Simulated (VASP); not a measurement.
# BN (I-4m2) in VASP: further runs

Runs on BN. Level: r2SCAN. Tasks: single point.

Everything below comes from runs of VASP 6.6.1. Logs are shortened: lines on timing, memory, paths and dates and some standing lists are left out, and cuts for length are marked.

### 1 The cell of the first run

It takes space group I-4m2 (No. 119, tetragonal). The conventional cell has a = 2.450 Å, b = 2.450 Å, c = 3.898 Å, α = 90.00°, β = 90.00°, γ = 90.00°. B (site symmetry -4m2) has 4 N at 1.57 Å within 2.1 Å. Within 2.1 Å of N (site symmetry -4m2) lie 4 B at 1.57 Å.

### 2 Single point, r2SCAN (strain -0.040 along x and y, +0.080 along z)

POSCAR reads:

```
BN
1.0
    0.0000000000      1.7326212049      1.9491988555
    1.7326212049      0.0000000000      1.9491988555
    1.7326212049      1.7326212049      0.0000000000
B N
1 1
Direct
    0.0000000000      0.0000000000      0.0000000000
    0.7500000000      0.7500000000      0.7500000000
```

INCAR.step1 reads:

```
SYSTEM = BN
ALGO = Normal ; EDIFF = 1E-4
ENCUT = 520 ; GGA = PE
ISMEAR = 0 ; LASPH = .TRUE.
LCHARG = .FALSE. ; LREAL = .FALSE.
LWAVE = .TRUE. ; NBANDS = 11
NELM = 80 ; PREC = Accurate
SIGMA = 0.05
```

INCAR.step2 reads:

```
SYSTEM = BN
ALGO = Normal ; EDIFF = 1E-6
ENCUT = 520 ; ISIF = 2
ISMEAR = 0 ; ISTART = 1
LASPH = .TRUE. ; LCHARG = .FALSE.
LMIXTAU = .TRUE. ; LREAL = .FALSE.
LWAVE = .FALSE. ; METAGGA = R2SCAN
NBANDS = 11 ; NELM = 80
PREC = Accurate ; SIGMA = 0.05
```

KPOINTS reads:

```
k-points
0
G
  12 12 12
  0 0 0
```

Potentials or basis: VASP PAW PBE potentials, release 64 (B, N).

On the command line:

```console
> cat potpaw_PBE.64/B/POTCAR potpaw_PBE.64/N/POTCAR > POTCAR
> cp INCAR.step1 INCAR
> mpirun -np 1 vasp_std > vasp.out
> cp INCAR.step2 INCAR
> mpirun -np 1 vasp_std > vasp.out
```

OUTCAR:

```text
SYSTEM = BN
   EDIFF = 1E-6
   ENCUT = 520
   ISIF = 2
   ISMEAR = 0
   ISTART = 1
   LASPH = .TRUE.
   LREAL = .FALSE.
   METAGGA = R2SCAN
   NELM = 80
   PREC = Accurate

 ion  position               nearest neighbor table
   1  0.000  0.000  0.000-   2 1.57   2 1.57   2 1.57   2 1.57
   2  0.750  0.750  0.750-   1 1.57   1 1.57   1 1.57   1 1.57

  LATTYP: Found a body centered tetragonal cell.
 ALAT       =     2.4502964064
 C/A-ratio  =     1.5909902577

  Lattice vectors:

 A1 = (  -1.7326212049,   0.0000000000,   1.9491988555)
 A2 = (   1.7326212049,   0.0000000000,   1.9491988555)
 A3 = (   0.0000000000,   1.7326212049,  -1.9491988555)

Analysis of symmetry for initial positions (statically):
=====================================================================
 Subroutine PRICEL returns:
 Original cell was already a primitive cell.

 Routine SETGRP: Setting up the symmetry group for a
 body centered tetragonal supercell.

 Subroutine GETGRP returns: Found  8 space group operations
 (whereof  8 operations were pure point group operations)
 out of a pool of 16 trial point group operations.

The static configuration has the point symmetry D_2d.

Analysis of symmetry for dynamics (positions and initial velocities):
=====================================================================
 Subroutine PRICEL returns:
 Original cell was already a primitive cell.

 Routine SETGRP: Setting up the symmetry group for a
 body centered tetragonal supercell.

 Subroutine GETGRP returns: Found  8 space group operations
 (whereof  8 operations were pure point group operations)
 out of a pool of 16 trial point group operations.

The dynamic configuration has the point symmetry D_2d.

 Subroutine INISYM returns: Found  8 space group operations
 (whereof  8 operations are pure point group operations),
 and found     1 'primitive' translations

----------------------------------------------------------------------------------------

                                     Primitive cell

  volume of cell :      11.7029

  direct lattice vectors                    reciprocal lattice vectors
     0.000000000  1.732621205  1.949198855    -0.288580100  0.288580100  0.256515644
     1.732621205  0.000000000  1.949198855     0.288580100 -0.288580100  0.256515644
     1.732621205  1.732621205  0.000000000     0.288580100  0.288580100 -0.256515644

  length of vectors
     2.607940263  2.607940263  2.450296406     0.482034463  0.482034463  0.482034463

  position of ions in fractional coordinates (direct lattice)
     0.000000000  0.000000000  0.000000000
     0.750000000  0.750000000  0.750000000

  ion indices of the primitive-cell ions
   primitive index   ion index
                 1           1
                 2           2

----------------------------------------------------------------------------------------

 KPOINTS: k-points

Automatic generation of k-mesh.
 Grid dimensions read from file:
 generate k-points for:   12   12   12

 Generating k-lattice:

  Cartesian coordinates                     Fractional coordinates (reciprocal lattice)
    -0.024048342  0.024048342  0.021376304     0.083333333  0.000000000  0.000000000
     0.024048342 -0.024048342  0.021376304     0.000000000  0.083333333  0.000000000
     0.024048342  0.024048342 -0.021376304     0.000000000  0.000000000  0.083333333

  Length of vectors
     0.040169539  0.040169539  0.040169539

  Shift w.r.t. Gamma in fractional coordinates (k-lattice)
     0.000000000  0.000000000  0.000000000

 Subroutine IBZKPT returns following result:
 ===========================================

 Found    163 irreducible k-points:

 Following reciprocal coordinates:
            Coordinates               Weight
  0.000000  0.000000  0.000000      1.000000
  0.083333  0.000000  0.000000      8.000000
  0.166667  0.000000  0.000000      8.000000
  0.250000 -0.000000  0.000000      8.000000
  0.333333 -0.000000  0.000000      8.000000
  0.416667  0.000000  0.000000      8.000000
[... 16 lines left out ...]
  0.500000  0.166667  0.000000      8.000000
 -0.416667  0.166667  0.000000      8.000000
 [... further k-points ...]
   k-points           NKPTS =    163   k-points in BZ     NKDIM =    163   number of bands    NBANDS=     11
   number of dos      NEDOS =    301   number of ions     NIONS =      2
   total plane-waves  NPLWV =   7200
   dimension x,y,z NGX =    20 NGY =   20 NGZ =   18
   dimension x,y,z NGXF=    40 NGYF=   40 NGZF=   36
   ions per type =               1   1
   NGX,Y,Z   is equivalent  to a cutoff of  12.75, 12.75, 12.21 a.u.
   NGXF,Y,Z  is equivalent  to a cutoff of  25.50, 25.50, 24.43 a.u.
 SYSTEM =  BN
   PREC   = accura    normal or accurate (medium, high low for compatibility)
   ISTART =      1    job   : 0-new  1-cont  2-samecut
   ICHARG =      0    charge: 1-file 2-atom 10-const
   ISPIN  =      1    spin polarized calculation?
   LNONCOLLINEAR =      F non collinear calculations
[... 63 lines left out ...]
      3       7.8696      2.00000
      4       7.8696      2.00000
      5      16.7998      0.00000
      6      16.7999      0.00000
      7      17.6624      0.00000
      8      18.4426      0.00000
      9      32.0862      0.00000
     10      33.7579      0.00000
     11      33.8046      0.00000

 k-point     2 :       0.0833    0.0000    0.0000
  band No.  band energies     occupation
      1     -13.8287      2.00000
      2       5.9395      2.00000
      3       7.1810      2.00000
      4       7.7313      2.00000
      5      16.7333      0.00000
      6      17.0984      0.00000
      7      18.1019      0.00000
      8      19.0824      0.00000
      9      30.8475      0.00000
     10      33.6232      0.00000
     11      36.0716      0.00000

 k-point     3 :       0.1667    0.0000    0.0000
  band No.  band energies     occupation
      1     -13.3020      2.00000
      2       4.1581      2.00000
      3       6.2149      2.00000
      4       7.3950      2.00000
      5      16.6511      0.00000
      6      17.8426      0.00000
      7      18.8393      0.00000
      8      20.5931      0.00000
      9      30.0742      0.00000
     10      33.4484      0.00000
     11      34.3721      0.00000

 k-point     4 :       0.2500   -0.0000    0.0000
  band No.  band energies     occupation
      1     -12.4526      2.00000
      2       1.6626      2.00000
      3       5.4677      2.00000
      4       7.0103      2.00000
      5      16.5113      0.00000
      6      18.6806      0.00000
      7      19.5376      0.00000
      8      22.1019      0.00000
      9      30.3663      0.00000
     10      33.3084      0.00000
     11      33.3345      0.00000

 k-point     5 :       0.3333   -0.0000    0.0000
  band No.  band energies     occupation
      1     -11.3503      2.00000
      2      -0.8208      2.00000
      3       4.8732      2.00000
      4       6.6878      2.00000
      5      16.3106      0.00000
      6      19.2761      0.00000
      7      20.0564      0.00000
      8      23.1857      0.00000
      9      31.1410      0.00000
     10      33.5025      0.00000
     11      34.0131      0.00000
[... 211 lines left out ...]
 k-point    21 :       0.3333    0.1667    0.0000
  band No.  band energies     occupation
      1     -11.8062      2.00000
      2       1.0359      2.00000
      3       4.1708      2.00000
      4       5.4303      2.00000
      5      17.2257      0.00000
      6      19.8131      0.00000
      7      21.2611      0.00000
      8      22.0585      0.00000
      9      26.9611      0.00000
     10      34.4936      0.00000
     11      37.8893      0.00000

 k-point    22 :       0.4167    0.1667    0.0000
  band No.  band energies     occupation
      1     -10.7265      2.00000
      2      -0.9289      2.00000
      3       3.1159      2.00000
      4       5.3333      2.00000
      5      17.5529      0.00000
      6      19.8166      0.00000
      7      21.5824      0.00000
      8      23.3344      0.00000
      9      28.6917      0.00000
     10      34.1198      0.00000
     11      37.6370      0.00000

 k-point    23 :       0.5000    0.1667    0.0000
  band No.  band energies     occupation
      1      -9.6695      2.00000
      2      -2.5846      2.00000
      3       2.3901      2.00000
      4       5.4787      2.00000
      5      17.8029      0.00000
      6      19.8873      0.00000
      7      21.4254      0.00000
      8      24.3141      0.00000
      9      29.9714      0.00000
     10      34.4181      0.00000
     11      36.6979      0.00000

 k-point    24 :      -0.4167    0.1667    0.0000
  band No.  band energies     occupation
      1      -9.2529      2.00000
      2      -3.1486      2.00000
      3       2.0225      2.00000
      4       5.8375      2.00000
      5      18.1250      0.00000
      6      19.9772      0.00000
      7      20.9588      0.00000
      8      24.1198      0.00000
      9      30.9602      0.00000
     10      34.3875      0.00000
     11      35.1590      0.00000

 [... further k-points ...]

------------------------ aborting loop because EDIFF is reached ----------------------------------------

  FORCE on cell =-STRESS in cart. coord.  units (eV):
  Direction    XX          YY          ZZ          XY          YZ          ZX
  --------------------------------------------------------------------------------------
  -------------------------------------------------------------------------------------
  Total        2.4068001      2.4068001     -4.1257470      0.0000000      0.0000000     -0.0000000
  in kB      329.5013627    329.5013627   -564.8326335      0.0000000      0.0000000     -0.0000000
  external PRESSURE =      31.3900306 kB  Pullay stress =       0.0000000 kB

 VOLUME and BASIS-vectors are now :
 -----------------------------------------------------------------------------
  energy-cutoff  :      520.00
  volume of cell :       11.70
      direct lattice vectors                 reciprocal lattice vectors
     0.000000000  1.732621205  1.949198855    -0.288580100  0.288580100  0.256515644
     1.732621205  0.000000000  1.949198855     0.288580100 -0.288580100  0.256515644
     1.732621205  1.732621205  0.000000000     0.288580100  0.288580100 -0.256515644

 POSITION                                       TOTAL-FORCE (eV/Angst)
 -----------------------------------------------------------------------------------
      0.00000      0.00000      0.00000         0.000000      0.000000      0.000000
      2.59893      2.59893      2.92380        -0.000000     -0.000000      0.000000
 -----------------------------------------------------------------------------------
    total drift:                               -0.000044     -0.000044      0.000045

  FREE ENERGIE OF THE ION-ELECTRON SYSTEM (eV)
  ---------------------------------------------------
  free  energy   TOTEN  =       -18.9266033688 eV

  energy  without entropy=      -18.9266033688  energy(sigma->0) =      -18.92660337
```

Run time: 63 s. Hardware: 1 thread of Intel Xeon Platinum 8259CL at 2.50GHz (Skylake/Cascade Lake), shared host; peak memory 0.13 GiB.

Results:

```
Free energy            : -18.9266 eV
Pressure               : 3.1 GPa
Band gap on the k mesh : 3.89 eV, indirect (least direct gap 8.67 eV)
```

Caveat: the cell differs from its parent crystal (strain -0.040 along x and y, +0.080 along z); the PAW data sets were made with another functional, which shifts forces and pressure a little. A k mesh can miss the band edges.

### 3 Single point, r2SCAN (strain +0.040 along x and y, -0.080 along z)

POSCAR reads:

```
BN
1.0
    0.0000000000      1.8770063053      1.6604286547
    1.8770063053      0.0000000000      1.6604286547
    1.8770063053      1.8770063053      0.0000000000
B N
1 1
Direct
    0.0000000000      0.0000000000      0.0000000000
    0.7500000000      0.7500000000      0.7500000000
```

INCAR.step1, as its differences from that of step 2:

```diff
@@ -6,3 +6,3 @@
 LWAVE = .TRUE. ; NBANDS = 11
-NELM = 80 ; PREC = Accurate
+NELM = 60 ; PREC = Accurate
 SIGMA = 0.05
```

INCAR.step2, as its differences from that of step 2:

```diff
@@ -7,3 +7,3 @@
 LWAVE = .FALSE. ; METAGGA = R2SCAN
-NBANDS = 11 ; NELM = 80
+NBANDS = 11 ; NELM = 60
 PREC = Accurate ; SIGMA = 0.05
```

KPOINTS is that of step 2.

Potentials or basis: VASP PAW PBE potentials, release 64 (B, N).

On the command line:

```console
> cat potpaw_PBE.64/B/POTCAR potpaw_PBE.64/N/POTCAR > POTCAR
> cp INCAR.step1 INCAR
> mpirun -np 1 vasp_std > vasp.out
> cp INCAR.step2 INCAR
> mpirun -np 1 vasp_std > vasp.out
```

Run time: 66 s. Hardware: 1 thread of Intel Xeon Platinum 8259CL at 2.50GHz (Skylake/Cascade Lake), shared host; peak memory 0.13 GiB.

The run converged. Its results:

| Item | Value |
| --- | --- |
| Free energy | -18.9603 eV |
| Pressure | 2.8 GPa |
| Band gap on the k mesh | 3.04 eV, indirect (least direct gap 8.47 eV) |

Stress tensor (GPa, compression positive):
```
-19.25   0.00   0.00
  0.00 -19.25   0.00
  0.00   0.00  46.92
```

Levels at points of the mesh, in eV from the valence-band top:
| k point | band 2 | band 3 | band 4 | band 5 | band 6 | band 7 |
| --- | --- | --- | --- | --- | --- | --- |
| (0.00, 0.00, 0.00) | -1.01 | -1.01 | 0.00 | 8.47 | 9.33 | 9.33 |
| (0.50, 0.00, 0.00) | -11.81 | -3.58 | -1.83 | 8.61 | 10.09 | 13.09 |
| (0.50, 0.50, 0.00) | -8.76 | -6.89 | -6.89 | 3.04 | 7.20 | 18.80 |
| (0.50, 0.00, 0.50) | -10.64 | -5.17 | -5.07 | 5.17 | 10.32 | 17.23 |

Caveat: the cell differs from its parent crystal (strain +0.040 along x and y, -0.080 along z); the PAW data sets were made with another functional, which shifts forces and pressure a little.

### 4 Single point, r2SCAN (strain +0.040 along x and y, -0.040 along z)

POSCAR reads:

```
BN
1.0
    0.0000000000      1.8770063053      1.7326212049
    1.8770063053      0.0000000000      1.7326212049
    1.8770063053      1.8770063053      0.0000000000
B N
1 1
Direct
    0.0000000000      0.0000000000      0.0000000000
    0.7500000000      0.7500000000      0.7500000000
```

INCAR.step1 reads:

```
ALGO = Normal
EDIFF = 1E-4
ENCUT = 520
GGA = PE
ISMEAR = 0
LASPH = T
LCHARG = F
LREAL = F
LWAVE = T
NBANDS = 11
NELM = 100
PREC = Accurate
SIGMA = 0.05
```

INCAR.step2 reads:

```
ALGO = Normal
EDIFF = 1E-6
ENCUT = 520
ISIF = 2
ISMEAR = 0
ISTART = 1
LASPH = T
LCHARG = F
LMIXTAU = T
LREAL = F
LWAVE = F
METAGGA = R2SCAN
NBANDS = 11
NELM = 100
PREC = Accurate
SIGMA = 0.05
```

KPOINTS reads:

```
k-points
0
Gamma
  12 12 12
```

On the command line:

```console
> cat potpaw_PBE.64/B/POTCAR potpaw_PBE.64/N/POTCAR > POTCAR
> cp INCAR.step1 INCAR
> mpirun -np 1 vasp_std > vasp.out
> cp INCAR.step2 INCAR
> mpirun -np 1 vasp_std > vasp.out
```

It took 66 s on 1 thread of Intel Xeon Platinum 8259CL at 2.50GHz (Skylake/Cascade Lake), shared host; peak memory 0.14 GiB.

The run converged. Its results:

```yaml
Free_energy: -19.0619 eV
Pressure: -12.8 GPa
Band_gap_on_the_k_mesh: 3.64 eV, indirect (least direct gap 8.59 eV)
```

Stress tensor (GPa, compression positive):
```
-27.61   0.00   0.00
  0.00 -27.61   0.00
  0.00   0.00  16.76
```

Levels at points of the mesh, in eV from the valence-band top:
```tsv
k point	band 1	band 2	band 3	band 4	band 5	band 6	band 7	band 8
(0.00, 0.00, 0.00)	-21.37	-0.69	-0.69	0.00	8.59	9.15	9.15	10.00
(0.50, 0.00, 0.00)	-17.21	-11.22	-2.98	-1.83	9.01	10.36	12.10	15.63
(0.50, 0.50, 0.00)	-15.26	-8.76	-6.08	-6.08	3.64	7.88	18.35	18.35
(0.50, 0.00, 0.50)	-16.14	-9.94	-5.00	-4.95	4.98	9.85	17.41	18.48
```

Caveat: the cell differs from its parent crystal (strain +0.040 along x and y, -0.040 along z); the PAW data sets were made with another functional, which shifts forces and pressure a little. A k mesh can miss the band edges.

### 5 Single point, r2SCAN (strain +0.080 along x and y, -0.080 along z)

POSCAR reads:

```
BN
1.0
    0.0000000000      1.9491988555      1.6604286547
    1.9491988555      0.0000000000      1.6604286547
    1.9491988555      1.9491988555      0.0000000000
B N
1 1
Direct
    0.0000000000      0.0000000000      0.0000000000
    0.7500000000      0.7500000000      0.7500000000
```

INCAR.step1 reads:

```
ALGO = Normal ; EDIFF = 1E-4
ENCUT = 520 ; GGA = PE
ISMEAR = 0 ; LASPH = True
LCHARG = False ; LREAL = False
LWAVE = True ; NBANDS = 11
NELM = 100 ; PREC = Accurate
SIGMA = 0.05
```

INCAR.step2 reads:

```
ALGO = Normal ; EDIFF = 1E-7
ENCUT = 520 ; ISIF = 2
ISMEAR = 0 ; ISTART = 1
LASPH = True ; LCHARG = False
LMIXTAU = True ; LREAL = False
LWAVE = False ; METAGGA = R2SCAN
NBANDS = 11 ; NELM = 100
PREC = Accurate ; SIGMA = 0.05
```

KPOINTS is that of step 4.

On the command line:

```console
> cat potpaw_PBE.64/B/POTCAR potpaw_PBE.64/N/POTCAR > POTCAR
> cp INCAR.step1 INCAR
> mpirun -np 1 vasp_std > vasp.out
> cp INCAR.step2 INCAR
> mpirun -np 1 vasp_std > vasp.out
```

Wall time 92 s (1 thread of Intel Xeon Platinum 8259CL at 2.50GHz (Skylake/Cascade Lake), shared host); peak memory 0.14 GiB.

It converged, with:

| Property | Result |
| --- | --- |
| Free energy | -18.7612 eV |
| Pressure | -23.7 GPa |
| Band gap on the k mesh | 2.66 eV, indirect (least direct gap 7.91 eV) |

Stress tensor (GPa, compression positive):
```
-49.27   0.00   0.00
  0.00 -49.27   0.00
  0.00   0.00  27.37
```

Levels at points of the mesh, in eV from the valence-band top:
```
           k point  band 1  band 2  band 3  band 4  band 5  band 6  band 7  band 8  band 9
(0.00, 0.00, 0.00)  -21.33   -1.20   -1.20    0.00    7.91    9.00    9.00    9.01   23.33
(0.50, 0.00, 0.00)  -17.26  -11.21   -3.71   -1.67    7.28    9.42   12.62   15.07   22.82
(0.50, 0.50, 0.00)  -14.90   -8.06   -6.84   -6.84    2.66    6.12   17.46   17.46   22.13
(0.50, 0.00, 0.50)  -16.52  -10.40   -4.73   -4.62    5.15   10.07   15.52   17.21   18.77
```

Caveat: the cell differs from its parent crystal (strain +0.080 along x and y, -0.080 along z); the PAW data sets were made with another functional, which shifts forces and pressure a little.

### 6 Summary

```tsv
cell	gap on the mesh (eV)	pressure (GPa)
a = 2.608, b = 2.608, c = 2.450 Å, angles 62.0, 62.0, 56.0°, 2 atoms	3.89	3.1
a = 2.506, b = 2.506, c = 2.654 Å, angles 58.0, 58.0, 64.0°, 2 atoms	3.04	2.8
a = 2.554, b = 2.554, c = 2.654 Å, angles 58.7, 58.7, 62.6°, 2 atoms	3.64	-12.8
a = 2.561, b = 2.561, c = 2.757 Å, angles 57.4, 57.4, 65.1°, 2 atoms	2.66	-23.7
```

Alike in all rows: task single point; level r2SCAN; potentials or basis VASP PAW PBE potentials, release 64 (B, N); no spin polarisation; k mesh 12 × 12 × 12; cutoff (eV) 520; smearing gaussian 0.05 eV.

Caveats: the PAW data sets were made with another functional, which shifts forces and pressure a little.

Total energies depend on the potentials used, so only differences within one code and one set of settings carry meaning.
